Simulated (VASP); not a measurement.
# Li (I4/mmm) in VASP: a series of runs

Runs on Li. Level: PBEsol. Tasks: electric field gradients.

Everything below comes from runs of VASP 6.6.1. Logs are shortened: lines on timing, memory, paths and dates and some standing lists are left out, and cuts for length are marked.

### Step 1. The cell of the first run

It takes space group I4/mmm (No. 139, tetragonal). The conventional cell has a = 3.605 Å, b = 3.605 Å, c = 3.500 Å, α = 90.00°, β = 90.00°, γ = 90.00°. Li (site symmetry 4/mmm) has 14 Li at 3.09 to 3.60 Å within 4.1 Å.

### Step 2. Electric field gradients, PBEsol (equal xx and yy strain of +3 %)

INCAR

```
ALGO = Normal
EDIFF = 1E-8
ENCUT = 520
GGA = PS
ISIF = 2
ISMEAR = -1
LASPH = True
LCHARG = False
LEFG = True
LREAL = False
LWAVE = False
NBANDS = 8
NELM = 80
PREC = Accurate
SIGMA = 0.08
```

KPOINTS

```
k-points
0
Gamma
  15 15 15
```

POSCAR

```
Li
1.0
   -1.8025000000      1.8025000000      1.7500000000
    1.8025000000     -1.8025000000      1.7500000000
    1.8025000000      1.8025000000     -1.7500000000
Li
1
Direct
    0.0000000000      0.0000000000      0.0000000000
```

Potentials or basis: VASP PAW PBE potentials, release 64 (Li_sv).

Started as:

```console
cat potpaw_PBE.64/Li_sv/POTCAR > POTCAR
mpirun -np 1 vasp_std > vasp.out
```

OUTCAR:

```text
EDIFF = 1E-8
   ENCUT = 520
   GGA = PS
   ISIF = 2
   ISMEAR = -1
   LASPH = True
   LREAL = False
   NELM = 80
   PREC = Accurate

 ion  position               nearest neighbor table
   1  0.000  0.000  0.000-

  LATTYP: Found a body centered tetragonal cell.
 ALAT       =     3.6050000000
 C/A-ratio  =     0.9708737864

  Lattice vectors:

 A1 = (  -1.8025000000,   1.8025000000,   1.7500000000)
 A2 = (   1.8025000000,  -1.8025000000,   1.7500000000)
 A3 = (   1.8025000000,   1.8025000000,  -1.7500000000)

Analysis of symmetry for initial positions (statically):
=====================================================================
 Subroutine PRICEL returns:
 Original cell was already a primitive cell.

 Routine SETGRP: Setting up the symmetry group for a
 body centered tetragonal supercell.

 Subroutine GETGRP returns: Found 16 space group operations
 (whereof 16 operations were pure point group operations)
 out of a pool of 16 trial point group operations.

The static configuration has the point symmetry D_4h.

Analysis of symmetry for dynamics (positions and initial velocities):
=====================================================================
 Subroutine PRICEL returns:
 Original cell was already a primitive cell.

 Routine SETGRP: Setting up the symmetry group for a
 body centered tetragonal supercell.

 Subroutine GETGRP returns: Found 16 space group operations
 (whereof 16 operations were pure point group operations)
 out of a pool of 16 trial point group operations.

The dynamic configuration has the point symmetry D_4h.

 Subroutine INISYM returns: Found 16 space group operations
 (whereof 16 operations are pure point group operations),
 and found     1 'primitive' translations

----------------------------------------------------------------------------------------

                                     Primitive cell

  volume of cell :      22.7430

  direct lattice vectors                    reciprocal lattice vectors
    -1.802500000  1.802500000  1.750000000     0.000000000  0.277392510  0.285714286
     1.802500000 -1.802500000  1.750000000     0.277392510  0.000000000  0.285714286
     1.802500000  1.802500000 -1.750000000     0.277392510  0.277392510  0.000000000

  length of vectors
     3.092007843  3.092007843  3.092007843     0.398220112  0.398220112  0.392292250

  position of ions in fractional coordinates (direct lattice)
     0.000000000  0.000000000  0.000000000

  ion indices of the primitive-cell ions
   primitive index   ion index
                 1           1

----------------------------------------------------------------------------------------

 KPOINTS: k-points

Automatic generation of k-mesh.
 Grid dimensions read from file:
 generate k-points for:   15   15   15

 Generating k-lattice:

  Cartesian coordinates                     Fractional coordinates (reciprocal lattice)
     0.000000000  0.018492834  0.019047619     0.066666667  0.000000000  0.000000000
     0.018492834  0.000000000  0.019047619     0.000000000  0.066666667  0.000000000
     0.018492834  0.018492834  0.000000000     0.000000000  0.000000000  0.066666667

  Length of vectors
     0.026548007  0.026548007  0.026152817

  Shift w.r.t. Gamma in fractional coordinates (k-lattice)
     0.000000000  0.000000000  0.000000000

 Subroutine IBZKPT returns following result:
 ===========================================

 Found    288 irreducible k-points:

 Following reciprocal coordinates:
            Coordinates               Weight
  0.000000  0.000000  0.000000      1.000000
  0.066667  0.000000  0.000000      8.000000
  0.133333 -0.000000  0.000000      8.000000
  0.200000  0.000000 -0.000000      8.000000
  0.266667 -0.000000  0.000000      8.000000
  0.333333  0.000000  0.000000      8.000000
[... 16 lines left out ...]
  0.133333  0.133333  0.000000      8.000000
  0.200000  0.133333  0.000000     16.000000
 [... further k-points ...]
   k-points           NKPTS =    288   k-points in BZ     NKDIM =    288   number of bands    NBANDS=      8
   number of dos      NEDOS =    301   number of ions     NIONS =      1
   total plane-waves  NPLWV =  13824
   dimension x,y,z NGX =    24 NGY =   24 NGZ =   24
   dimension x,y,z NGXF=    48 NGYF=   48 NGZF=   48
   ions per type =               1
   NGX,Y,Z   is equivalent  to a cutoff of  12.90, 12.90, 12.90 a.u.
   NGXF,Y,Z  is equivalent  to a cutoff of  25.81, 25.81, 25.81 a.u.
 SYSTEM =  unknown system
   PREC   = accura    normal or accurate (medium, high low for compatibility)
   ISTART =      0    job   : 0-new  1-cont  2-samecut
   ICHARG =      2    charge: 1-file 2-atom 10-const
   ISPIN  =      1    spin polarized calculation?
   LNONCOLLINEAR =      F non collinear calculations
   LSORBIT =      F    spin-orbit coupling
   LASPH  =      T    aspherical Exc in radial PAW
   ENCUT  =  520.0 eV  38.22 Ry    6.18 a.u.   5.75  5.75  5.75*2*pi/ulx,y,z
   NELM   =     80;   NELMIN=  2; NELMDL= -5     # of ELM steps
   EDIFF  = 0.1E-07   stopping-criterion for ELM
   LREAL  =      F    real-space projection
   EDIFFG = 0.1E-06   stopping-criterion for IOM
   NSW    =      0    number of steps for IOM
   IBRION =     -1    ionic relax: 0-MD 1-quasi-New 2-CG
   NFREE  =      0    steps in history (QN), initial steepest desc. (CG)
   ISIF   =      2    stress and relaxation
   ISYM   =      2    0-nonsym 1-usesym 2-fastsym
   POTIM  = 0.5000    time-step for ionic-motion
   TEBEG  =    0.0;   TEEND  =   0.0 temperature during run
   PSTRESS=    0.0 pullay stress
   NELECT =       3.0000    total number of electrons
   NUPDOWN=      -1.0000    fix difference up-down
   EMIN   =  10.00;   EMAX   =-10.00  energy-range for DOS
   EFERMI =   0.00;   METHOD = LEGACY
   ISMEAR =    -1;   SIGMA  =   0.08  broadening in eV -4-tet -1-fermi 0-gaus
   EFERMI_NEDOS =   21; number of points for ismear=-14 and -15
   IALGO  =     38    algorithm
   IMIX   =      4    mixing-type and parameters
     AMIX     =   0.40;   BMIX     =  1.00
     AMIX_MAG =   1.60;   BMIX_MAG =  1.00
  volume/ion in A,a.u.               =      22.74       153.48
  Fermi-wavevector in a.u.,A,eV,Ry     =   0.833359  1.574821  9.449083  0.694488
  Thomas-Fermi vector in A             =   1.946570
   LORBIT       =      0    0 simple, 1 ext, 2 COOP (PROOUT), +10 PAW based schemes
   GGA     = PS    functional components
   LHFCALC =     F    Hartree Fock is set to
   AEXX    =    0.0000 exact exchange contribution
   IVDW    =     0    specifies the selected vdW correction
   LEPSILON=     F    determine dielectric tensor
   LRPA    =     F    only Hartree local field effects (RPA)
 non-spin polarized calculation
  energy-cutoff  :      520.00
  volume of cell :       22.74
 maximum number of plane-waves:       630
   NGX = 11   NGY = 11   NGZ = 11

 number of electron       3.0000002 magnetization

 Free energy of the ion-electron system (eV)
  ---------------------------------------------------
  ext. energy  EPLUGINS =         0.00000000
  ---------------------------------------------------
  free energy    TOTEN  =        -1.95993775 eV

  energy without entropy =       -1.94884408  energy(sigma->0) =       -1.95439091

 E-fermi :   0.3491     XC(G=0):  -6.7429

 val. band max:        0.3383779839   @ k =  -0.2000  -0.3333   0.0667
 cond. band min:       0.3528667235   @ k =  -0.3333   0.4000   0.2000
 fundamental gap:      0.0144887396
 Fermi energy:         0.3490792537

 k-point     1 :       0.0000    0.0000    0.0000
  band No.  band energies     occupation
      1     -45.7922      2.00000
      2      -3.0789      2.00000
      3      13.7455      0.00000
      4      13.7455      0.00000
      5      13.9190      0.00000
      6      17.8576      0.00000
      7      18.5267      0.00000
      8      18.5267      0.00000

 k-point     2 :       0.0667    0.0000    0.0000
  band No.  band energies     occupation
      1     -45.7916      2.00000
      2      -2.9975      2.00000
      3      13.3473      0.00000
      4      13.3480      0.00000
      5      13.6834      0.00000
      6      17.1726      0.00000
      7      17.2013      0.00000
      8      18.5299      0.00000
[... 221 lines left out ...]
 k-point    23 :       0.1333    0.1333    0.0000
  band No.  band energies     occupation
      1     -45.7864      2.00000
      2      -2.0926      2.00000
      3       9.7995      0.00000
      4      10.3093      0.00000
      5      11.7449      0.00000
      6      15.7631      0.00000
      7      16.0708      0.00000
      8      18.2702      0.00000

 k-point    24 :       0.2000    0.1333    0.0000
  band No.  band energies     occupation
      1     -45.7839      2.00000
      2      -1.5192      2.00000
      3       8.0024      0.00000
      4       9.4498      0.00000
      5      11.1552      0.00000
      6      15.7243      0.00000
      7      16.0390      0.00000
      8      18.7244      0.00000

 [... further k-points ...]

------------------------ aborting loop because EDIFF is reached ----------------------------------------

  FORCE on cell =-STRESS in cart. coord.  units (eV):
  Direction    XX          YY          ZZ          XY          YZ          ZX
  --------------------------------------------------------------------------------------
  -------------------------------------------------------------------------------------
  Total       -0.1953603     -0.1953603     -0.1968584      0.0000000     -0.0000000      0.0000000
  in kB      -13.7625311    -13.7625311    -13.8680701      0.0000000     -0.0000000      0.0000000
  external PRESSURE =     -13.7977108 kB  Pullay stress =       0.0000000 kB

 VOLUME and BASIS-vectors are now :
 -----------------------------------------------------------------------------
  energy-cutoff  :      520.00
  volume of cell :       22.74
      direct lattice vectors                 reciprocal lattice vectors
    -1.802500000  1.802500000  1.750000000     0.000000000  0.277392510  0.285714286
     1.802500000 -1.802500000  1.750000000     0.277392510  0.000000000  0.285714286
     1.802500000  1.802500000 -1.750000000     0.277392510  0.277392510  0.000000000

 POSITION                                       TOTAL-FORCE (eV/Angst)
 -----------------------------------------------------------------------------------
      0.00000      0.00000      0.00000         0.000000     -0.000000      0.000000
 -----------------------------------------------------------------------------------
    total drift:                               -0.000000     -0.000000      0.000000

  FREE ENERGIE OF THE ION-ELECTRON SYSTEM (eV)
  ---------------------------------------------------
  free  energy   TOTEN  =        -1.9599377461 eV

  energy  without entropy=       -1.9488440766  energy(sigma->0) =       -1.95439091

 Electric field gradients (V/A^2)
---------------------------------------------------------------------
 ion       V_xx      V_yy      V_zz      V_xy      V_xz      V_yz
---------------------------------------------------------------------
   1      -0.012    -0.012     0.025    -0.001    -0.001    -0.001
---------------------------------------------------------------------

 Electric field gradients after diagonalization (V/A^2)
 (convention: |V_zz| > |V_xx| > |V_yy|)
----------------------------------------------------------------------
 ion       V_xx      V_yy      V_zz     asymmetry (V_yy - V_xx)/ V_zz
----------------------------------------------------------------------
   1      -0.013    -0.012     0.025       0.062
----------------------------------------------------------------------

           NMR quadrupolar parameters

 Cq : quadrupolar parameter    Cq=e*Q*V_zz/h
 eta: asymmetry parameters     (V_yy - V_xx)/ V_zz
 Q  : nuclear electric quadrupole moment in mb (millibarn)
----------------------------------------------------------------------
 ion       Cq(MHz)       eta       Q (mb)
----------------------------------------------------------------------
   1       0.000       0.062       1.000
----------------------------------------------------------------------
```

It took 27 s on 1 thread of AMD EPYC 7R13 (Zen 3), shared host; peak memory 0.13 GiB.

What came out:

- Free energy: -1.9599 eV
- Band gap on the k mesh: zero (an odd number of electrons rules out a gap without spin polarisation)
- Largest electric field gradient by atom: under 0.05 V/Å² on every atom

Levels at points of the mesh, in eV from the Fermi level:
```csv
k point,band 1,band 2,band 3,band 4,band 5,band 6
"(0.00, 0.00, 0.00)",-46.14,-3.43,13.40,13.40,13.57,17.51
```

Caveat: the cell differs from its parent crystal (equal xx and yy strain of +3 %); the cutoff is under 1.25 times the usual one of these potentials, so pressure, stress and relaxed cells hold a basis-set (Pulay) error; the PAW data sets were made with another functional, which shifts forces and pressure a little.

### Step 3. Electric field gradients, PBEsol (equal xx and yy strain of +3 %)

INCAR

```
SYSTEM = Li
PREC = Accurate ; ENCUT = 520
EDIFF = 1E-8 ; ISMEAR = -1
SIGMA = 0.08 ; LREAL = .False.
LASPH = .True. ; NELM = 100
ALGO = Normal ; ISIF = 2
LWAVE = .False. ; LCHARG = .False.
GGA = PS ; LEFG = .True.
NBANDS = 8
```

KPOINTS

```
Automatic mesh
0
Gamma
  15 15 15
  0 0 0
```

POSCAR is that of step 2.

Potentials or basis: VASP PAW PBE potentials, release 64 (Li_sv).

Started as:

```console
cat potpaw_PBE.64/Li_sv/POTCAR > POTCAR
mpirun -np 1 vasp_std > vasp.out
```

OUTCAR:

```text
SYSTEM = Li
   PREC = Accurate
   ENCUT = 520
   EDIFF = 1E-8
   ISMEAR = -1
   LREAL = .False.
   LASPH = .True.
   NELM = 100
   ISIF = 2
   GGA = PS

 ion  position               nearest neighbor table
   1  0.000  0.000  0.000-

  LATTYP: Found a body centered tetragonal cell.
 ALAT       =     3.6050000000
 C/A-ratio  =     0.9708737864

  Lattice vectors:

 A1 = (  -1.8025000000,   1.8025000000,   1.7500000000)
 A2 = (   1.8025000000,  -1.8025000000,   1.7500000000)
 A3 = (   1.8025000000,   1.8025000000,  -1.7500000000)

Analysis of symmetry for initial positions (statically):
=====================================================================
 Subroutine PRICEL returns:
 Original cell was already a primitive cell.

 Routine SETGRP: Setting up the symmetry group for a
 body centered tetragonal supercell.

 Subroutine GETGRP returns: Found 16 space group operations
 (whereof 16 operations were pure point group operations)
 out of a pool of 16 trial point group operations.

The static configuration has the point symmetry D_4h.

Analysis of symmetry for dynamics (positions and initial velocities):
=====================================================================
 Subroutine PRICEL returns:
 Original cell was already a primitive cell.

 Routine SETGRP: Setting up the symmetry group for a
 body centered tetragonal supercell.

 Subroutine GETGRP returns: Found 16 space group operations
 (whereof 16 operations were pure point group operations)
 out of a pool of 16 trial point group operations.

The dynamic configuration has the point symmetry D_4h.

 Subroutine INISYM returns: Found 16 space group operations
 (whereof 16 operations are pure point group operations),
[... 154 lines left out ...]
      5      13.9190      0.00000
      6      17.8576      0.00000
      7      18.5267      0.00000
      8      18.5267      0.00000
[... 243 lines left out ...]
 k-point    24 :       0.2000    0.1333    0.0000
  band No.  band energies     occupation
      1     -45.7839      2.00000
      2      -1.5192      2.00000
      3       8.0024      0.00000
      4       9.4498      0.00000
      5      11.1552      0.00000
      6      15.7243      0.00000
      7      16.0390      0.00000
      8      18.7244      0.00000

 [... further k-points ...]

------------------------ aborting loop because EDIFF is reached ----------------------------------------

  FORCE on cell =-STRESS in cart. coord.  units (eV):
  Direction    XX          YY          ZZ          XY          YZ          ZX
  --------------------------------------------------------------------------------------
  -------------------------------------------------------------------------------------
  Total       -0.1953603     -0.1953603     -0.1968584      0.0000000     -0.0000000      0.0000000
  in kB      -13.7625311    -13.7625311    -13.8680701      0.0000000     -0.0000000      0.0000000
  external PRESSURE =     -13.7977108 kB  Pullay stress =       0.0000000 kB

 VOLUME and BASIS-vectors are now :
 -----------------------------------------------------------------------------
  energy-cutoff  :      520.00
  volume of cell :       22.74
      direct lattice vectors                 reciprocal lattice vectors
    -1.802500000  1.802500000  1.750000000     0.000000000  0.277392510  0.285714286
     1.802500000 -1.802500000  1.750000000     0.277392510  0.000000000  0.285714286
     1.802500000  1.802500000 -1.750000000     0.277392510  0.277392510  0.000000000

 POSITION                                       TOTAL-FORCE (eV/Angst)
 -----------------------------------------------------------------------------------
      0.00000      0.00000      0.00000         0.000000     -0.000000      0.000000
 -----------------------------------------------------------------------------------
    total drift:                               -0.000000     -0.000000      0.000000

  FREE ENERGIE OF THE ION-ELECTRON SYSTEM (eV)
  ---------------------------------------------------
  free  energy   TOTEN  =        -1.9599377461 eV

  energy  without entropy=       -1.9488440766  energy(sigma->0) =       -1.95439091

 Electric field gradients (V/A^2)
---------------------------------------------------------------------
 ion       V_xx      V_yy      V_zz      V_xy      V_xz      V_yz
---------------------------------------------------------------------
   1      -0.012    -0.012     0.025    -0.001    -0.001    -0.001
---------------------------------------------------------------------

 Electric field gradients after diagonalization (V/A^2)
 (convention: |V_zz| > |V_xx| > |V_yy|)
----------------------------------------------------------------------
 ion       V_xx      V_yy      V_zz     asymmetry (V_yy - V_xx)/ V_zz
----------------------------------------------------------------------
   1      -0.013    -0.012     0.025       0.062
----------------------------------------------------------------------

           NMR quadrupolar parameters

 Cq : quadrupolar parameter    Cq=e*Q*V_zz/h
 eta: asymmetry parameters     (V_yy - V_xx)/ V_zz
 Q  : nuclear electric quadrupole moment in mb (millibarn)
----------------------------------------------------------------------
 ion       Cq(MHz)       eta       Q (mb)
----------------------------------------------------------------------
   1       0.000       0.062       1.000
----------------------------------------------------------------------
```

stdout:

```text
POSCAR found type information on POSCAR Li
 POSCAR found :  1 types and       1 ions
 scaLAPACK will be used
 -----------------------------------------------------------------------------
|                                                                             |
|                                                                             |
|     You enforced a specific xc type in the INCAR file but a different       |
|     I HOPE YOU KNOW WHAT YOU ARE DOING!                                     |
|                                                                             |
 -----------------------------------------------------------------------------

 LDA part: xc-table for (Slater+PW92), standard interpolation
 POSCAR, INCAR and KPOINTS ok, starting setup
 FFT: planning ... GRIDC
 FFT: planning ... GRID_SOFT
 FFT: planning ... GRID
 WAVECAR not read
 entering main loop
ion   1
```

Wall time 28 s (1 thread of AMD EPYC 7R13 (Zen 3), shared host); peak memory 0.13 GiB.

Results:

- Free energy: -1.9599 eV
- Band gap on the k mesh: zero (an odd number of electrons rules out a gap without spin polarisation)
- Largest electric field gradient by atom: under 0.05 V/Å² on every atom

Caveat: the cell differs from its parent crystal (equal xx and yy strain of +3 %); the cutoff is under 1.25 times the usual one of these potentials, so pressure, stress and relaxed cells hold a basis-set (Pulay) error; the PAW data sets were made with another functional, which shifts forces and pressure a little.
